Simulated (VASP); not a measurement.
# Co: single point with PBEsol

Co:

```
Co
1.0
     0.00000    2.27708    2.27708
     2.27708    0.00000    2.27708
     2.27708    2.27708    0.00000
Co
2
Direct
  0.00000 0.00000 0.00000
  0.50000 0.50000 0.50000
```

This isn't the form of Co at room conditions, which is hcp.

| Property | Result |
| --- | --- |
| Program | VASP 6.6.1 |
| Task | single point |
| Functional | PBEsol |
| Potentials or basis | VASP PAW PBE potentials, release 64 (Co) |
| Cutoff | 520 eV |
| k mesh | 14 × 14 × 14 |
| Occupations | fermi-dirac, width 0.05 eV |
| Spin | collinear spin, ferromagnetic start |
| Starting moments | [-1.614, -1.614] μB |

The pressure is 2.7 GPa. The net moment is -3.39 μB per cell and the site moments are Co -1.69 μB. The valence electrons inside the program's atomic spheres are Co 8.30.

Levels at points of the mesh, in eV from the Fermi level:
Spin up:
| k point | band 3 | band 4 | band 5 | band 6 | band 7 | band 8 | band 9 | band 10 | band 11 | band 12 |
| --- | --- | --- | --- | --- | --- | --- | --- | --- | --- | --- |
| (0.00, 0.00, 0.00) | -3.33 | -2.82 | -2.82 | -2.82 | 1.23 | 1.23 | 1.23 | 1.98 | 1.98 | 12.76 |
| (0.50, 0.00, 0.00) | -1.51 | -1.51 | -1.51 | -1.51 | -0.31 | -0.31 | -0.31 | -0.31 | 1.06 | 1.06 |
| (0.50, 0.50, 0.00) | -2.75 | -2.31 | -1.43 | -0.19 | -0.19 | 0.11 | 0.11 | 1.36 | 1.91 | 5.15 |
Spin down:
| k point | band 8 | band 9 | band 10 | band 11 | band 12 | band 13 | band 14 | band 15 |
| --- | --- | --- | --- | --- | --- | --- | --- | --- |
| (0.00, 0.00, 0.00) | -0.86 | -0.86 | 0.38 | 0.38 | 12.33 | 12.33 | 12.33 | 13.25 |
| (0.50, 0.00, 0.00) | -2.08 | -2.08 | -2.08 | -0.35 | -0.35 | 13.28 | 13.28 | 13.28 |
| (0.50, 0.50, 0.00) | -1.87 | -1.56 | -0.75 | 0.31 | 4.04 | 5.13 | 5.13 | 11.39 |

Run time: 96 s on 1 thread of Intel Xeon 8259CL, with other jobs on the host, peak memory 0.2 GiB.

Caveat: the PAW data sets were made with another functional, which shifts forces and pressure a little.
